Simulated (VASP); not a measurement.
## GaSbTe4: single point with PBE

GaSbTe4:

```
Ga Sb Te
1.0
     4.70880    0.00000    0.00000
     0.00000    4.70880    0.00000
     0.00000    0.00000    9.07314
Ga Sb Te
1 1 4
Direct
  0.50000 0.50000 0.50000
  0.00000 0.00000 0.00000
  0.50000 0.00000 0.75786
  0.00000 0.50000 0.24214
  0.50000 0.00000 0.24214
  0.00000 0.50000 0.75786
```

The cell was built from a structure type or drawn by symmetry, and may not be a known phase.

- Program: VASP 6.6.1
- Task: single point
- Functional: PBE
- Potentials or basis: VASP PAW PBE potentials, release 64 (Ga_d, Sb, Te)
- Cutoff: 520 eV
- k mesh: 8 × 8 × 4
- Occupations: gaussian, width 0.1 eV
- Spin: no spin polarisation
- Dipole correction: no
- Further INCAR settings: ALGO = Normal; EDIFF = 1e-06; NBANDS = 30

| Quantity | Value |
| --- | --- |
| Pressure | 0.0 GPa |
| Largest force | 0.004 eV/Å |
| Band gap on the k mesh | zero (bands 21 and 22 overlap by 2.62 eV) |

Forces on the atoms (eV/Å):
```
Ga   0.000  0.000  0.000
Sb   0.000  0.000  0.000
Te   0.000  0.000  0.004
Te   0.000  0.000 -0.004
Te   0.000  0.000 -0.004
Te   0.000  0.000  0.004
```

Levels at points of the mesh, in eV from the Fermi level:
| k point | band 17 | band 18 | band 19 | band 20 | band 21 | band 22 | band 23 | band 24 | band 25 | band 26 |
| --- | --- | --- | --- | --- | --- | --- | --- | --- | --- | --- |
| (0.00, 0.00, 0.00) | -1.35 | -0.81 | -0.56 | -0.56 | 0.03 | 0.80 | 1.29 | 1.29 | 1.75 | 1.75 |
| (0.50, 0.00, 0.00) | -2.16 | -1.97 | -1.72 | -1.49 | -1.43 | -0.91 | -0.88 | 1.09 | 2.24 | 2.72 |
| (0.50, 0.50, 0.00) | -2.78 | -1.29 | -1.29 | 0.80 | 0.80 | 1.10 | 2.18 | 2.35 | 2.44 | 2.58 |
| (0.00, 0.00, 0.50) | -1.66 | -0.92 | -0.55 | -0.19 | -0.19 | 0.62 | 0.96 | 0.96 | 1.71 | 1.83 |
| (0.50, 0.00, 0.50) | -2.05 | -2.04 | -2.04 | -1.86 | -1.73 | -0.34 | 0.13 | 1.21 | 2.12 | 2.26 |
| (0.50, 0.50, 0.50) | -2.54 | -2.44 | -2.44 | 0.65 | 1.71 | 2.22 | 2.31 | 2.47 | 2.47 | 2.50 |

Wall time 2.9 min on 1 thread of Intel(R) Xeon(R) Platinum 8488C (Sapphire Rapids) (shared host), peak memory 0.47 GiB.

Caveat: spin-orbit coupling is left out, which moves the levels of the heavy elements.
